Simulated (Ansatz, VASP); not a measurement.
One calculation of NaCl, two programs

The input INCAR:

```
  PREC = Accurate
  ENCUT = 520
  EDIFF = 1E-6
  ISMEAR = 0
  SIGMA = 0.1
  LREAL = False
  LASPH = True
  NELM = 100
  ALGO = Normal
  ISIF = 2
  LWAVE = False
  LCHARG = False
  GGA = PE
  NBANDS = 14
```

Contents of KPOINTS:

```
Automatic mesh
0
Gamma
  6 6 4
```

File POSCAR:

```
NaCl
1.0
    3.3454683100      0.0000000000      0.0000000000
   -1.6727341500      2.8972605400      0.0000000000
    0.0000000000      0.0000000000      5.5653539500
Na Cl
1 1
Direct
    0.0000000000      0.0000000000      0.5000000000
    0.0000000000      0.0000000000      0.0000000000
```

Input for Ansatz:

```yaml
crystal:
  lattice:
    - [3.34546831, 0.0, 0.0]
    - [-1.67273415, 2.89726054, 0.0]
    - [0.0, 0.0, 5.56535395]
  atoms:
    - { symbol: Na, position: [0.0, 0.0, 0.5] }
    - { symbol: Cl, position: [0.0, 0.0, 0.0] }
basis:
  ecutwfc: 420
kpoints:
  mp_grid: { grid: [6, 6, 4] }
hamiltonian:
  xc: pbe
scf:
  occupations: { method: gaussian, width: 0.1 }
  lower_state_search: "off"
output:
  forces: true
  stress: true
  eigenvalues: true
```

Alike in both runs: task single point; functional PBE; k mesh 6 × 6 × 4; occupations gaussian, width 0.1 eV; no spin polarisation.

|  | VASP | Ansatz |
| --- | --- | --- |
| version | VASP 6.6.1 | Ansatz 0.2.0 |
| potentials or method | VASP PAW PBE potentials, release 64 (Na_pv, Cl), cutoff 520 eV | scalar-relativistic, plane waves, PAW |
| valence electrons in the cell | 14 | 16 |

Ansatz gave:

```
gap on the k mesh at the Fermi level (eV)                     : none
pressure (GPa)                                                : 0.8
traceless stress, the component that is largest in VASP (GPa) : -15.53
```

Q: Which values does VASP return?

A: gap on the k mesh at the Fermi level (eV): none; pressure (GPa): 0.7; traceless stress, the component that is largest in VASP (GPa): -15.51.

A gap of «none» marks a metal or a gap that the smearing closes. VASP's potentials hold 14 valence electrons a cell and Ansatz's 16, so a difference there can come from the potentials and not from the codes.

The k mesh is coarse, so the values compare programs but aren't converged.
